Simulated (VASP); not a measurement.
# Co (P-3m1) in VASP: a series of runs

The runs below take Co through single point, with PBE.

Program: VASP 6.6.1. These are calculated values, not measurements. Logs are shortened: lines on timing, memory, paths and dates and some standing lists are left out, and cuts for length are marked.

### 1 The cell of the first run

It takes space group P-3m1 (No. 164, trigonal). The conventional cell has a = 2.487 Å, b = 2.487 Å, c = 4.063 Å, α = 90.00°, β = 90.00°, γ = 120.00°. Within 3.2 Å of Co (site symmetry 3m) lie 12 Co at 2.42 to 2.55 Å.

### 2 Single point, PBE, collinear spin, ferromagnetic start

Input file INCAR:

```
SYSTEM = Co
PREC = Accurate
ENCUT = 520
EDIFF = 1E-6
ISMEAR = -1
SIGMA = 0.1
LREAL = .False.
LASPH = .True.
NELM = 150
ALGO = Normal
ISIF = 2
LWAVE = .False.
LCHARG = .True.
ISPIN = 2
MAGMOM = 2 2
LORBIT = 11
LMAXMIX = 4
GGA = PE
LELF = .True.
LVHAR = .True.
NBANDS = 20
```

Input file KPOINTS:

```
Automatic mesh
0
Gamma
  11 11 6
  0 0 0
```

Input file POSCAR:

```
Co
1.0
    2.4873648738      0.0000000000      0.0000000000
   -1.2436824369      2.1541211692      0.0000000000
    0.0000000000      0.0000000000      4.0632895034
Co
2
Direct
    0.6666666667      0.3333333333      0.2598610000
    0.3333333333      0.6666666667      0.7401390000
```

Potentials or basis: VASP PAW PBE potentials, release 64 (Co).

Launch:

```bash
$ cat potpaw_PBE.64/Co/POTCAR > POTCAR
$ mpirun -np 1 vasp_std > vasp.out
```

OUTCAR:

```text
SYSTEM = Co
   PREC = Accurate
   ENCUT = 520
   EDIFF = 1E-6
   ISMEAR = -1
   LREAL = .False.
   LASPH = .True.
   NELM = 150
   ISIF = 2
   ISPIN = 2
   LORBIT = 11
   GGA = PE

 ion  position               nearest neighbor table
   1  0.667  0.333  0.260-   2 2.42   2 2.42   2 2.42   2 2.55   2 2.55   2 2.55
   2  0.333  0.667  0.740-   1 2.42   1 2.42   1 2.42   1 2.55   1 2.55   1 2.55

  LATTYP: Found a hexagonal cell.
 ALAT       =     2.4873648738
 C/A-ratio  =     1.6335719565

  Lattice vectors:

 A1 = (   2.4873648738,   0.0000000000,   0.0000000000)
 A2 = (  -1.2436824369,   2.1541211692,   0.0000000000)
 A3 = (   0.0000000000,   0.0000000000,   4.0632895034)

Analysis of symmetry for initial positions (statically):
=====================================================================
 Subroutine PRICEL returns:
 Original cell was already a primitive cell.

 Routine SETGRP: Setting up the symmetry group for a
 hexagonal supercell.

 Subroutine GETGRP returns: Found 12 space group operations
 (whereof 12 operations were pure point group operations)
 out of a pool of 24 trial point group operations.

The static configuration has the point symmetry D_3d.

Analysis of symmetry for dynamics (positions and initial velocities):
=====================================================================
 Subroutine PRICEL returns:
 Original cell was already a primitive cell.

 Routine SETGRP: Setting up the symmetry group for a
 hexagonal supercell.

 Subroutine GETGRP returns: Found 12 space group operations
 (whereof 12 operations were pure point group operations)
 out of a pool of 24 trial point group operations.

The dynamic configuration has the point symmetry D_3d.

Analysis of structural, dynamic, and magnetic symmetry:
=====================================================================
 Subroutine PRICEL returns:
 Original cell was already a primitive cell.

 Routine SETGRP: Setting up the symmetry group for a
 hexagonal supercell.

 Subroutine GETGRP returns: Found 12 space group operations
 (whereof 12 operations were pure point group operations)
 out of a pool of 24 trial point group operations.

The overall configuration has the point symmetry D_3d.

 Subroutine INISYM returns: Found 12 space group operations
 (whereof 12 operations are pure point group operations),
 and found     1 'primitive' translations

----------------------------------------------------------------------------------------

                                     Primitive cell

  volume of cell :      21.7715

  direct lattice vectors                    reciprocal lattice vectors
     2.487364874  0.000000000  0.000000000     0.402031889  0.232113220  0.000000000
    -1.243682437  2.154121169  0.000000000     0.000000000  0.464226439  0.000000000
     0.000000000  0.000000000  4.063289503     0.000000000  0.000000000  0.246106018

  length of vectors
     2.487364874  2.487364874  4.063289503     0.464226439  0.464226439  0.246106018

  position of ions in fractional coordinates (direct lattice)
     0.666666667  0.333333333  0.259861000
     0.333333333  0.666666667  0.740139000

  ion indices of the primitive-cell ions
   primitive index   ion index
                 1           1
                 2           2

----------------------------------------------------------------------------------------

 KPOINTS: Automatic mesh

Automatic generation of k-mesh.
 Grid dimensions read from file:
 generate k-points for:   11   11    6

 Generating k-lattice:

  Cartesian coordinates                     Fractional coordinates (reciprocal lattice)
     0.036548354  0.021101202  0.000000000     0.090909091  0.000000000  0.000000000
     0.000000000  0.042202404  0.000000000     0.000000000  0.090909091  0.000000000
     0.000000000  0.000000000  0.041017670     0.000000000  0.000000000  0.166666667

  Length of vectors
     0.042202404  0.042202404  0.041017670

  Shift w.r.t. Gamma in fractional coordinates (k-lattice)
     0.000000000  0.000000000  0.000000000

 Subroutine IBZKPT returns following result:
 ===========================================

 Found     84 irreducible k-points:

 Following reciprocal coordinates:
            Coordinates               Weight
  0.000000  0.000000  0.000000      1.000000
  0.090909 -0.000000  0.000000      6.000000
  0.181818 -0.000000  0.000000      6.000000
  0.272727 -0.000000  0.000000      6.000000
  0.363636 -0.000000  0.000000      6.000000
  0.454545 -0.000000  0.000000      6.000000
[... 16 lines left out ...]
  0.000000  0.272727  0.166667      6.000000
  0.363636 -0.000000  0.166667      6.000000
 [... further k-points ...]
   k-points           NKPTS =     84   k-points in BZ     NKDIM =     84   number of bands    NBANDS=     20
   number of dos      NEDOS =    301   number of ions     NIONS =      2
   total plane-waves  NPLWV =   9720
   dimension x,y,z NGX =    18 NGY =   18 NGZ =   30
   dimension x,y,z NGXF=    36 NGYF=   36 NGZF=   60
   ions per type =               2
   NGX,Y,Z   is equivalent  to a cutoff of  12.03, 12.03, 12.27 a.u.
   NGXF,Y,Z  is equivalent  to a cutoff of  24.06, 24.06, 24.55 a.u.
 SYSTEM =  Co
   PREC   = accura    normal or accurate (medium, high low for compatibility)
   ISTART =      0    job   : 0-new  1-cont  2-samecut
   ICHARG =      2    charge: 1-file 2-atom 10-const
   ISPIN  =      2    spin polarized calculation?
   LNONCOLLINEAR =      F non collinear calculations
   LSORBIT =      F    spin-orbit coupling
   LASPH  =      T    aspherical Exc in radial PAW
   ENCUT  =  520.0 eV  38.22 Ry    6.18 a.u.   4.62  4.62  7.56*2*pi/ulx,y,z
   NELM   =    150;   NELMIN=  2; NELMDL= -5     # of ELM steps
   EDIFF  = 0.1E-05   stopping-criterion for ELM
   LREAL  =      F    real-space projection
   EDIFFG = 0.1E-04   stopping-criterion for IOM
   NSW    =      0    number of steps for IOM
   IBRION =     -1    ionic relax: 0-MD 1-quasi-New 2-CG
   NFREE  =      0    steps in history (QN), initial steepest desc. (CG)
   ISIF   =      2    stress and relaxation
   ISYM   =      2    0-nonsym 1-usesym 2-fastsym
   POTIM  = 0.5000    time-step for ionic-motion
   TEBEG  =    0.0;   TEEND  =   0.0 temperature during run
   PSTRESS=    0.0 pullay stress
   NELECT =      18.0000    total number of electrons
   NUPDOWN=      -1.0000    fix difference up-down
   EMIN   =  10.00;   EMAX   =-10.00  energy-range for DOS
   EFERMI =   0.00;   METHOD = LEGACY
   ISMEAR =    -1;   SIGMA  =   0.10  broadening in eV -4-tet -1-fermi 0-gaus
   EFERMI_NEDOS =   21; number of points for ismear=-14 and -15
   IALGO  =     38    algorithm
   IMIX   =      4    mixing-type and parameters
     AMIX     =   0.40;   BMIX     =  1.00
     AMIX_MAG =   1.60;   BMIX_MAG =  1.00
  volume/ion in A,a.u.               =      10.89        73.46
  Fermi-wavevector in a.u.,A,eV,Ry     =   1.536514  2.903591 32.121660  2.360875
  Thomas-Fermi vector in A             =   2.643152
   LORBIT       =     11    0 simple, 1 ext, 2 COOP (PROOUT), +10 PAW based schemes
   GGA     = PE    functional components
   LHFCALC =     F    Hartree Fock is set to
   AEXX    =    0.0000 exact exchange contribution
   IVDW    =     0    specifies the selected vdW correction
   LEPSILON=     F    determine dielectric tensor
   LRPA    =     F    only Hartree local field effects (RPA)
 spin polarized calculation
  energy-cutoff  :      520.00
  volume of cell :       21.77
 maximum number of plane-waves:       602
   NGX =  9   NGY =  9   NGZ = 15

 number of electron      17.9999996 magnetization       3.1489908

 Free energy of the ion-electron system (eV)
  ---------------------------------------------------
  ext. energy  EPLUGINS =         0.00000000
  ---------------------------------------------------
  free energy    TOTEN  =       -14.08159330 eV

  energy without entropy =      -14.02572482  energy(sigma->0) =      -14.05365906

 E-fermi :  10.2404     XC(G=0): -13.3793

 val. band max:       10.2370414299   @ k =   0.1818  -0.0000   0.1667
 cond. band min:      10.2555296427   @ k =   0.0000   0.2727   0.3333
 fundamental gap:      0.0184882128
 Fermi energy:        10.2404024229

 spin component 1

 k-point     1 :       0.0000    0.0000    0.0000
  band No.  band energies     occupation
      1       1.3268      1.00000
      2       5.0897      1.00000
      3       7.5821      1.00000
      4       7.6349      1.00000
      5       7.6349      1.00000
      6       7.9279      1.00000
[... 12 lines left out ...]
     19      36.2553      0.00000
     20      36.2553      0.00000
[... 507 lines left out ...]
 k-point    24 :       0.3636   -0.0000    0.1667
  band No.  band energies     occupation
      1       4.8852      1.00000
      2       5.6955      1.00000
      3       6.1264      1.00000
      4       7.0284      1.00000
      5       7.7152      1.00000
      6       7.8144      1.00000
[... 12 lines left out ...]
     19      33.2440      0.00000
     20      34.1923      0.00000

 [... further k-points ...]

 spin component 2

 k-point     1 :       0.0000    0.0000    0.0000
  band No.  band energies     occupation
      1       1.3084      1.00000
      2       5.9939      1.00000
      3       9.1388      0.99998
      4       9.2405      0.99995
      5       9.2405      0.99995
      6       9.5517      0.99898
[... 12 lines left out ...]
     19      36.5269      0.00000
     20      36.5269      0.00000
[... 507 lines left out ...]
 k-point    24 :       0.3636   -0.0000    0.1667
  band No.  band energies     occupation
      1       5.2678      1.00000
      2       6.8316      1.00000
      3       7.2702      1.00000
      4       8.2972      1.00000
      5       9.2557      0.99995
      6       9.3713      0.99983
[... 12 lines left out ...]
     19      33.5237      0.00000
     20      34.5036      0.00000

 [... further k-points ...]

------------------------ aborting loop because EDIFF is reached ----------------------------------------

  FORCE on cell =-STRESS in cart. coord.  units (eV):
  Direction    XX          YY          ZZ          XY          YZ          ZX
  --------------------------------------------------------------------------------------
  -------------------------------------------------------------------------------------
  Total       -0.0401793     -0.0401793     -0.2263626      0.0000000      0.0000000      0.0000000
  in kB       -2.9568277     -2.9568277    -16.6581944      0.0000000      0.0000000      0.0000000
  external PRESSURE =      -7.5239499 kB  Pullay stress =       0.0000000 kB

 VOLUME and BASIS-vectors are now :
 -----------------------------------------------------------------------------
  energy-cutoff  :      520.00
  volume of cell :       21.77
      direct lattice vectors                 reciprocal lattice vectors
     2.487364874  0.000000000  0.000000000     0.402031889  0.232113220  0.000000000
    -1.243682437  2.154121169  0.000000000     0.000000000  0.464226439  0.000000000
     0.000000000  0.000000000  4.063289503     0.000000000  0.000000000  0.246106018

 POSITION                                       TOTAL-FORCE (eV/Angst)
 -----------------------------------------------------------------------------------
      1.24368      0.71804      1.05589        -0.000000      0.000000     -0.526853
     -0.00000      1.43608      3.00740         0.000000     -0.000000      0.526853
 -----------------------------------------------------------------------------------
    total drift:                                0.000000     -0.000000     -0.000000

  FREE ENERGIE OF THE ION-ELECTRON SYSTEM (eV)
  ---------------------------------------------------
  free  energy   TOTEN  =       -14.0815933025 eV

  energy  without entropy=      -14.0257248218  energy(sigma->0) =      -14.05365906

 total charge

# of ion       s       p       d       tot
------------------------------------------
    1        0.488   0.519   7.267   8.274
    2        0.488   0.519   7.267   8.274
--------------------------------------------------
tot          0.976   1.038  14.534  16.547

 magnetization (x)

# of ion       s       p       d       tot
------------------------------------------
    1       -0.016  -0.057   1.669   1.596
    2       -0.016  -0.057   1.669   1.596
--------------------------------------------------
tot         -0.032  -0.113   3.337   3.192
```

Wall time 1.7 min (1 thread of Intel Xeon 8259CL, shared host); peak memory 0.17 GiB.

Results:

```yaml
Free_energy: -14.0816 eV
Pressure: -0.8 GPa
Largest_force: 0.527 eV/Å
Net_moment: 3.15 μB per cell
Site_moments: Co +1.60 μB
Valence_electrons_inside_the_program's_atomic_spheres: Co 8.27
```

Forces on the atoms (eV/Å):
```
Co   0.000  0.000 -0.527
Co   0.000  0.000  0.527
```

Stress tensor (GPa, compression positive):
```
-0.30  0.00  0.00
 0.00 -0.30  0.00
 0.00  0.00 -1.67
```

### 3 Single point, PBE, non-collinear spin, typed start, spin-orbit coupling

Input file INCAR:

```
SYSTEM = Co
PREC = Accurate
ENCUT = 520
EDIFF = 1E-7
ISMEAR = -1
SIGMA = 0.1
LREAL = .FALSE.
LASPH = .TRUE.
NELM = 150
ALGO = Normal
ISIF = 2
LWAVE = .FALSE.
LCHARG = .FALSE.
MAGMOM = 1.7 0 0 1.7 0 0
LORBIT = 11
LSORBIT = .TRUE.
GGA_COMPAT = .FALSE.
LORBMOM = .TRUE.
LMAXMIX = 4
GGA = PE
NBANDS = 30
```

Input file KPOINTS:

```
Automatic mesh
0
G
  11 11 6
  0 0 0
```

POSCAR is that of step 2.

Potentials or basis: VASP PAW PBE potentials, release 64 (Co).

Launch:

```bash
$ cat potpaw_PBE.64/Co/POTCAR > POTCAR
$ mpirun -np 1 vasp_ncl > vasp.out
```

OUTCAR:

```text
SYSTEM = Co
   PREC = Accurate
   ENCUT = 520
   EDIFF = 1E-7
   ISMEAR = -1
   LREAL = .FALSE.
   LASPH = .TRUE.
   NELM = 150
   ISIF = 2
   LORBIT = 11
   LSORBIT = .TRUE.
   GGA = PE

 ion  position               nearest neighbor table
   1  0.667  0.333  0.260-   2 2.42   2 2.42   2 2.42   2 2.55   2 2.55   2 2.55
   2  0.333  0.667  0.740-   1 2.42   1 2.42   1 2.42   1 2.55   1 2.55   1 2.55

  LATTYP: Found a hexagonal cell.
 ALAT       =     2.4873648738
 C/A-ratio  =     1.6335719565

  Lattice vectors:

 A1 = (   2.4873648738,   0.0000000000,   0.0000000000)
 A2 = (  -1.2436824369,   2.1541211692,   0.0000000000)
 A3 = (   0.0000000000,   0.0000000000,   4.0632895034)

Analysis of symmetry for initial positions (statically):
=====================================================================
 Subroutine PRICEL returns:
 Original cell was already a primitive cell.

 Routine SETGRP: Setting up the symmetry group for a
 hexagonal supercell.

 Subroutine GETGRP returns: Found 12 space group operations
 (whereof 12 operations were pure point group operations)
 out of a pool of 24 trial point group operations.

The static configuration has the point symmetry D_3d.

Analysis of symmetry for dynamics (positions and initial velocities):
=====================================================================
 Subroutine PRICEL returns:
 Original cell was already a primitive cell.

 Routine SETGRP: Setting up the symmetry group for a
 hexagonal supercell.

 Subroutine GETGRP returns: Found 12 space group operations
 (whereof 12 operations were pure point group operations)
 out of a pool of 24 trial point group operations.

The dynamic configuration has the point symmetry D_3d.

Analysis of structural, dynamic, and magnetic symmetry:
=====================================================================
 Subroutine PRICEL returns:
 Original cell was already a primitive cell.

 Routine SETGRP: Setting up the symmetry group for a
[... 999 lines left out ...]

 # of ion     p       d       tot
 ----------------------------------------
  1         0.000  -0.000  -0.000
  2         0.000   0.000   0.000
 ----------------------------------------
            0.000  -0.000  -0.000

 orbital moment (z)

 # of ion     p       d       tot
 ----------------------------------------
  1         0.000   0.000   0.000
  2        -0.000   0.000   0.000
 ----------------------------------------
           -0.000   0.000   0.000

 Spin-Orbit-Coupling matrix elements

 Ion:    1  E_soc:     -0.0159250
 l=   1
     0.0000000    -0.0003728    -0.0003756
    -0.0003728     0.0000000    -0.0003712
    -0.0003756    -0.0003712     0.0000000
 l=   2
     0.0000000    -0.0004578     0.0000000    -0.0005036    -0.0017518
    -0.0004578     0.0000000    -0.0014287    -0.0004801    -0.0005035
     0.0000000    -0.0014287     0.0000000    -0.0012596     0.0000000
    -0.0005036    -0.0004801    -0.0012596     0.0000000    -0.0004578
    -0.0017518    -0.0005035     0.0000000    -0.0004578     0.0000000
 l=   3
     0.0000000     0.0000000     0.0000000     0.0000000     0.0000000     0.0000000     0.0000000
     0.0000000     0.0000000     0.0000000     0.0000000     0.0000000     0.0000000     0.0000000
     0.0000000     0.0000000     0.0000000     0.0000000     0.0000000     0.0000000     0.0000000
     0.0000000     0.0000000     0.0000000     0.0000000     0.0000000     0.0000000     0.0000000
     0.0000000     0.0000000     0.0000000     0.0000000     0.0000000     0.0000000     0.0000000
     0.0000000     0.0000000     0.0000000     0.0000000     0.0000000     0.0000000     0.0000000
     0.0000000     0.0000000     0.0000000     0.0000000     0.0000000     0.0000000     0.0000000

 Ion:    2  E_soc:     -0.0159250
 l=   1
     0.0000000    -0.0003728    -0.0003756
    -0.0003728     0.0000000    -0.0003712
    -0.0003756    -0.0003712     0.0000000
 l=   2
     0.0000000    -0.0004578     0.0000000    -0.0005036    -0.0017518
    -0.0004578     0.0000000    -0.0014287    -0.0004801    -0.0005035
     0.0000000    -0.0014287     0.0000000    -0.0012596     0.0000000
    -0.0005036    -0.0004801    -0.0012596     0.0000000    -0.0004578
    -0.0017518    -0.0005035     0.0000000    -0.0004578     0.0000000
 l=   3
     0.0000000     0.0000000     0.0000000     0.0000000     0.0000000     0.0000000     0.0000000
     0.0000000     0.0000000     0.0000000     0.0000000     0.0000000     0.0000000     0.0000000
     0.0000000     0.0000000     0.0000000     0.0000000     0.0000000     0.0000000     0.0000000
     0.0000000     0.0000000     0.0000000     0.0000000     0.0000000     0.0000000     0.0000000
     0.0000000     0.0000000     0.0000000     0.0000000     0.0000000     0.0000000     0.0000000
     0.0000000     0.0000000     0.0000000     0.0000000     0.0000000     0.0000000     0.0000000
     0.0000000     0.0000000     0.0000000     0.0000000     0.0000000     0.0000000     0.0000000

 total charge

# of ion       s       p       d       tot
------------------------------------------
    1        0.488   0.519   7.267   8.274
    2        0.488   0.519   7.267   8.274
--------------------------------------------------
tot          0.976   1.038  14.534  16.548

 magnetization (x)

# of ion       s       p       d       tot
------------------------------------------
    1       -0.016  -0.056   1.667   1.595
    2       -0.016  -0.056   1.667   1.595
--------------------------------------------------
tot         -0.032  -0.113   3.333   3.189

 magnetization (y)

# of ion       s       p       d       tot
------------------------------------------
    1       -0.000   0.000   0.000  -0.000
    2        0.000   0.000   0.000   0.000
--------------------------------------------------
tot         -0.000   0.000   0.000  -0.000

 magnetization (z)

# of ion       s       p       d       tot
------------------------------------------
    1        0.000   0.000   0.000   0.000
    2        0.000   0.000   0.000   0.000
--------------------------------------------------
tot          0.000   0.000   0.000   0.000
```

It took 28 min on 1 thread of Intel Xeon 8259CL, shared host; peak memory 0.32 GiB.

Results:

```
Free energy                                           : -14.0980 eV
Pressure                                              : -0.6 GPa
Largest force                                         : 0.529 eV/Å
Net moment                                            : 3.15 μB per cell
Valence electrons inside the program's atomic spheres : Co 8.27
```

Forces on the atoms (eV/Å):
```
Co   0.000  0.001 -0.529
Co   0.000 -0.001  0.529
```

Stress tensor (GPa, compression positive):
```
-0.20  0.00  0.00
 0.00 -0.19  0.00
 0.00  0.00 -1.55
```

Moments on the atoms (μB; x, y, z):
```
Co  1.59 0.00 0.00
Co  1.59 0.00 0.00
```
